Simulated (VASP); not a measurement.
Write the native input for VASP 6.6.1 that does the following.

* Task: single point
* Functional: r2SCAN
* Potentials or basis: VASP PAW PBE potentials, release 64 (Rh_pv)
* Cutoff: 520 eV
* k mesh: 14 × 14 × 14
* Occupations: fermi-dirac, width 0.2 eV
* Spin: no spin polarisation
* Dipole correction: no
* Further INCAR settings: ALGO = Normal; EDIFF = 1e-06; NBANDS = 14

Rh:

```
Rh
1.0
     0.00000    1.90081    1.90081
     1.90081    0.00000    1.90081
     1.90081    1.90081    0.00000
Rh
1
Cartesian
  0.0000 0.0000 0.0000
```

One way to write it, as run:

POSCAR

```
Rh
1.0
    0.0000000000      1.9008071574      1.9008071574
    1.9008071574      0.0000000000      1.9008071574
    1.9008071574      1.9008071574      0.0000000000
Rh
1
Direct
    0.0000000000      0.0000000000      0.0000000000
```

INCAR.step1

```
SYSTEM = Rh
PREC = Accurate ; ENCUT = 520
ISMEAR = -1 ; SIGMA = 0.2
LREAL = .False. ; LASPH = .True.
NELM = 100 ; NBANDS = 14
GGA = PE ; ALGO = Normal
EDIFF = 1E-4 ; LWAVE = .True.
LCHARG = .False.
```

INCAR.step2

```
SYSTEM = Rh
PREC = Accurate ; ENCUT = 520
EDIFF = 1E-6 ; ISMEAR = -1
SIGMA = 0.2 ; LREAL = .False.
LASPH = .True. ; NELM = 100
ALGO = Normal ; ISIF = 2
LWAVE = .False. ; LCHARG = .False.
METAGGA = R2SCAN ; LMIXTAU = .True.
NBANDS = 14 ; ISTART = 1
```

KPOINTS

```
Automatic mesh
0
Gamma
  14 14 14
  0 0 0
```

Potentials or basis: VASP PAW PBE potentials, release 64 (Rh_pv).

Launch:

```sh
$ cat potpaw_PBE.64/Rh_pv/POTCAR > POTCAR
$ cp INCAR.step1 INCAR
$ mpirun -np 1 vasp_std > vasp.out
$ cp INCAR.step2 INCAR
$ mpirun -np 1 vasp_std > vasp.out
```

Results of the run:

| Property | Result |
| --- | --- |
| Pressure | 2.5 GPa |

Caveat: the PAW data sets were made with another functional, which shifts forces and pressure a little.

Wall time 64 s on 1 thread of Intel(R) Xeon(R) Platinum 8259CL CPU @ 2.50GHz (Skylake/Cascade Lake), with other jobs on the host, peak memory 0.14 GiB.
